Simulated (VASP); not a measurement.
Runs of VASP 6.6.1 on C. The structure is that of space group R-3m (No. 166), or close to it. The cells are those of the table. 

```csv
cell,gap on the mesh (eV),pressure (GPa),largest force (eV/Å)
"a = 10.417 Å, angles 13.8°, 10 atoms",4.38,(c),0.01
"a = 9.879 Å, angles 15.0°, 10 atoms",3.27,3.8,0.86
"a = 9.605 Å, angles 15.3°, 10 atoms",3.04,30.3,1.57
"a = 10.688 Å, angles 13.3°, 10 atoms",4.49,(a),0.09
"a = 10.413 Å, angles 13.5°, 10 atoms",(b),21.1,0.15
```

Alike in all rows: task single point; level PBEsol; potentials or basis VASP PAW PBE potentials, release 64 (C); no spin polarisation; k mesh 12 × 12 × 12; cutoff (eV) 520; smearing gaussian 0.05 eV.

Question: Estimate the missing entries.

Answer: (a) -1.0; (b) 4.60; (c) 1.1.

Caveats: the PAW data sets were made with another functional, which shifts forces and pressure a little; the stress differs along the axes, from -33 to 77 GPa (at least some runs); the stress differs along the axes, from -21 to 132 GPa (at least some runs); the stress differs along the axes, from -30 to 13 GPa (at least some runs); the stress differs along the axes, from 3 to 30 GPa (at least some runs).

A k mesh can miss the band edges.
